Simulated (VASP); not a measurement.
Set up this calculation in VASP 6.6.1, as the native input.

```
Task                    : single point
Functional              : PBE
Potentials or basis     : VASP PAW PBE potentials, release 64 (Mg, Bi_d, N)
Cutoff                  : 520 eV
k mesh                  : 12 × 12 × 12
Occupations             : gaussian, width 0.1 eV
Spin                    : no spin polarisation
Dipole correction       : no
k mesh for the DOS      : 18 × 18 × 18
Occupations for the DOS : tetrahedron
Further INCAR settings  : ALGO = Normal; EDIFF = 1e-06
```

Mg2BiN3:

```
CELL_PARAMETERS angstrom
5.38905 0.00000 0.00000
-2.69452 4.66705 0.00000
0.00000 0.00000 3.07980
ATOMIC_POSITIONS crystal
Mg 0.33333 0.66667 0.00000
Mg 0.66667 0.33333 0.00000
Bi 0.00000 0.00000 0.00000
N 0.50000 0.00000 0.50000
N 0.50000 0.50000 0.50000
N 0.00000 0.50000 0.50000
```

One way to write it, as run:

POSCAR

```
Mg2BiN3
1.0
    5.3890491393      0.0000000000      0.0000000000
   -2.6945245696      4.6670534569      0.0000000000
    0.0000000000      0.0000000000      3.0797959657
Mg Bi N
2 1 3
Direct
    0.3333333333      0.6666666667      0.0000000000
    0.6666666667      0.3333333333      0.0000000000
    0.0000000000      0.0000000000      0.0000000000
    0.5000000000      0.0000000000      0.5000000000
    0.5000000000      0.5000000000      0.5000000000
    0.0000000000      0.5000000000      0.5000000000
```

INCAR.step1

```
SYSTEM = Mg2BiN3
PREC = Accurate
ENCUT = 520
EDIFF = 1E-6
ISMEAR = 0
SIGMA = 0.1
LREAL = .False.
LASPH = .True.
NELM = 100
ALGO = Normal
ISIF = 2
LWAVE = .False.
LCHARG = .True.
GGA = PE
NBANDS = 26
```

KPOINTS.step1

```
Automatic mesh
0
Gamma
  12 12 12
  0 0 0
```

INCAR.step2

```
SYSTEM = Mg2BiN3
PREC = Accurate
ENCUT = 520
EDIFF = 1E-6
ISMEAR = -5
SIGMA = 0.1
LREAL = .False.
LASPH = .True.
NELM = 100
ALGO = Normal
ISIF = 2
LWAVE = .False.
LCHARG = .False.
GGA = PE
LORBIT = 11
NEDOS = 1001
ICHARG = 11
```

KPOINTS.step2

```
Automatic mesh
0
Gamma
  18 18 18
  0 0 0
```

Potentials or basis: VASP PAW PBE potentials, release 64 (Mg, Bi_d, N).

Launch:

```bash
$ cat potpaw_PBE.64/Mg/POTCAR potpaw_PBE.64/Bi_d/POTCAR potpaw_PBE.64/N/POTCAR > POTCAR
$ cp INCAR.step1 INCAR
$ cp KPOINTS.step1 KPOINTS
$ mpirun -np 1 vasp_std > vasp.out
$ cp INCAR.step2 INCAR
$ cp KPOINTS.step2 KPOINTS
$ mpirun -np 1 vasp_std > vasp.out
```

It gave:

```json
{
 "Valence electrons inside the program's atomic spheres": "Mg 0.41; Bi 12.64; N 3.53"
}
```

Run time: 4.4 min on 1 thread of Intel(R) Xeon(R) Platinum 8488C (Sapphire Rapids), with other jobs on the host, peak memory 0.67 GiB.
